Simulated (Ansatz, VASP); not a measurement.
Mo: VASP beside Ansatz

File INCAR:

```
PREC = Accurate
ENCUT = 520
EDIFF = 1E-6
ISMEAR = 1
SIGMA = 0.15
LREAL = F
LASPH = T
NELM = 150
ALGO = Fast
ISIF = 2
LWAVE = F
LCHARG = F
ISPIN = 2
MAGMOM = -0.18
LORBIT = 11
LMAXMIX = 4
LDAU = T
LDAUTYPE = 2
LDAUL = 2
LDAUU = 1
LDAUJ = 0
LDAUPRINT = 1
GGA = RP
NBANDS = 17
```

Contents of KPOINTS:

```
regular mesh
0
Gamma
  12 12 12
```

The input POSCAR:

```
Mo
1.0
   -1.5838089719      1.5838089719      1.5838089719
    1.5838089719     -1.5838089719      1.5838089719
    1.5838089719      1.5838089719     -1.5838089719
Mo
1
Direct
    0.0000000000      0.0000000000      0.0000000000
```

Contents of input.yaml:

```yaml
crystal:
  lattice:
    - [-1.5838089719, 1.5838089719, 1.5838089719]
    - [1.5838089719, -1.5838089719, 1.5838089719]
    - [1.5838089719, 1.5838089719, -1.5838089719]
  atoms:
    - { symbol: Mo, position: [0.0, 0.0, 0.0], spin: -0.18 }
hamiltonian:
  xc: rpbe
  pseudopotentials: { kind: paw }
  hubbard: { sites: [{ species: Mo, l: d, u_eff: 1.0 }], double_counting: fll }
magnetization:
  spin_polarized: true
kpoints:
  mp_grid: { grid: [12, 12, 12] }
  band_path:
    path:
      - [[0.0, 0.0, 0.0], [0.5, -0.5, 0.5], [0.0, 0.0, 0.5], [0.0, 0.0, 0.0], [0.25, 0.25, 0.25], [0.5, -0.5, 0.5]]
      - [[0.25, 0.25, 0.25], [0.0, 0.0, 0.5]]
    npoints: 14
scf:
  occupations: { method: cold, width: 0.15 }
  n_extra_bands: 6
output:
  forces: true
  stress: true
  eigenvalues: true
  fatbands: false
```

Alike in both runs: functional RPBE; k mesh 12 × 12 × 12; collinear spin; Hubbard terms Mo d U = 1.0 eV.

```csv
,VASP,Ansatz
version,VASP 6.6.1,Ansatz 0.2.0
potentials or method,"VASP PAW PBE potentials, release 64 (Mo_sv)",Ansatz PAW
plane-wave cutoff (eV),520,420
occupations,"methfessel-paxton of order 1, width 0.15 eV","cold, width 0.15 eV"
valence electrons in the cell,14,14
task,single point,band structure
```

Ansatz gave:

- gap on the k mesh at the Fermi level (eV): none
- pressure (GPa): 1.9
- net moment per atom (μB): 0.00

Problem. Which values does VASP return?

Solution. gap on the k mesh at the Fermi level (eV): none; pressure (GPa): 4.0; net moment per atom (μB): 0.00.

VASP's potentials were made for PBE, not for RPBE. The programs project onto different local orbitals, so the same U acts differently, and such runs can settle in different states. A gap of «none» marks a metal or a gap that the smearing closes.

Noted on Ansatz's run: the magnetic or orbital state may not be the lowest.
